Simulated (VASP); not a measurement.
# BAs: single point with LDA

The system is BAs.

```
B As
1.0
     0.00000    2.29296    2.48404
     2.29296    0.00000    2.48404
     2.29296    2.29296    0.00000
B As
1 1
Direct
  0.00000 0.00000 0.00000
  0.75000 0.75000 0.75000
```

This cell differs from its parent crystal: strain -0.040 along x and y, +0.040 along z.

* Program: VASP 6.6.1
* Task: single point
* Functional: LDA
* Potentials or basis: VASP PAW LDA potentials, release 64 (B, As)
* Cutoff: 520 eV
* k mesh: 10 × 10 × 10
* Occupations: gaussian, width 0.05 eV
* Spin: no spin polarisation
* Dipole correction: no
* Further INCAR settings: ALGO = Normal; EDIFF = 1e-07; NBANDS = 11

```
Pressure               : 3.1 GPa
Band gap on the k mesh : 0.47 eV, indirect (least direct gap 2.89 eV)
```

Stress tensor (GPa, compression positive):
```
 9.55  0.00  0.00
 0.00  9.55  0.00
 0.00  0.00 -9.78
```

Levels at points of the mesh, in eV from the valence-band top:
```
           k point  band 1  band 2  band 3  band 4  band 5  band 6  band 7  band 8  band 9
(0.00, 0.00, 0.00)  -16.06   -0.87    0.00    0.00    2.89    2.89    3.39    4.86    9.32
(0.50, 0.00, 0.00)  -13.03   -9.35   -2.69   -1.65    2.22    4.63    4.88    8.56   12.31
(0.50, 0.50, 0.00)  -12.16   -9.39   -3.99   -3.99    1.72    1.74   11.27   11.27   12.11
(0.50, 0.00, 0.50)  -11.45   -8.72   -4.85   -4.70    0.68    0.80   10.50   11.70   12.72
```

Wall time 24 s on 1 thread of Intel(R) Xeon(R) Platinum 8259CL CPU @ 2.50GHz (Skylake/Cascade Lake) (shared host), peak memory 0.16 GiB.

Caveat: the cell differs from its parent crystal (strain -0.040 along x and y, +0.040 along z). A k mesh can miss the band edges.
